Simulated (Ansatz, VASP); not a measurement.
**CuAu in VASP and in Ansatz**

Contents of INCAR:

```
PREC = Accurate
ENCUT = 520
EDIFF = 1E-6
ISMEAR = -1
SIGMA = 0.05
LREAL = False
LASPH = True
NELM = 60
ALGO = Normal
ISIF = 2
LWAVE = False
LCHARG = False
GGA = PS
NBANDS = 18
```

File KPOINTS:

```
regular mesh
0
Gamma
  13 13 10
```

The input POSCAR:

```
CuAu
1.0
    2.8093023939      0.0000000000      0.0000000000
    0.0000000000      2.8093023939      0.0000000000
    0.0000000000      0.0000000000      3.6821927806
Cu Au
1 1
Direct
    0.5000000000      0.5000000000      0.5000000000
    0.0000000000      0.0000000000      0.0000000000
```

Input for Ansatz:

```yaml
crystal:
  lattice:
    - [2.8093023939, 0.0, 0.0]
    - [0.0, 2.8093023939, 0.0]
    - [0.0, 0.0, 3.6821927806]
  atoms:
    - { symbol: Cu, position: [0.5, 0.5, 0.5] }
    - { symbol: Au, position: [0.0, 0.0, 0.0] }
kpoints:
  mp_grid: { grid: [13, 13, 10] }
  band_path:
    path:
      - [0.0, 0.0, 0.0]
      - [0.0, 0.5, 0.0]
      - [0.5, 0.5, 0.0]
      - [0.0, 0.0, 0.0]
      - [0.0, 0.0, 0.5]
      - [0.0, 0.5, 0.5]
      - [0.5, 0.5, 0.5]
      - [0.0, 0.0, 0.5]
      - [0.0, 0.5, 0.0]
    npoints: 5
scf:
  occupations: { method: fermi_dirac, width: 0.05 }
hamiltonian:
  xc: pbesol
  pseudopotentials: { kind: all_electron, lapw: { basis_error: 0.00025 } }
output:
  forces: true
  stress: true
  eigenvalues: true
```

Change from the starting cell: volume scaled by 1.01.

Alike in both runs: task single point; functional PBEsol; k mesh 13 × 13 × 10; occupations fermi-dirac, width 0.05 eV; no spin polarisation.

```csv
,VASP,Ansatz
version,VASP 6.6.1,Ansatz 0.2.0
potentials or method,"VASP PAW PBE potentials, release 64 (Cu, Au), cutoff 520 eV","all-electron LAPW, scalar-relativistic"
```

VASP gave:

| Property | Result |
| --- | --- |
| pressure (GPa) | -3.5 |
| traceless stress, the component that is largest in VASP (GPa) | 0.40 |

Question: Which values does Ansatz return?

Answer: Pressure (GPa): -3.6; traceless stress, the component that is largest in VASP (GPa): 0.33.

VASP's potentials were made for PBE, not for PBEsol. Ansatz ran all-electron here, and VASP with PAW potentials.

Neither program's run includes spin-orbit coupling.
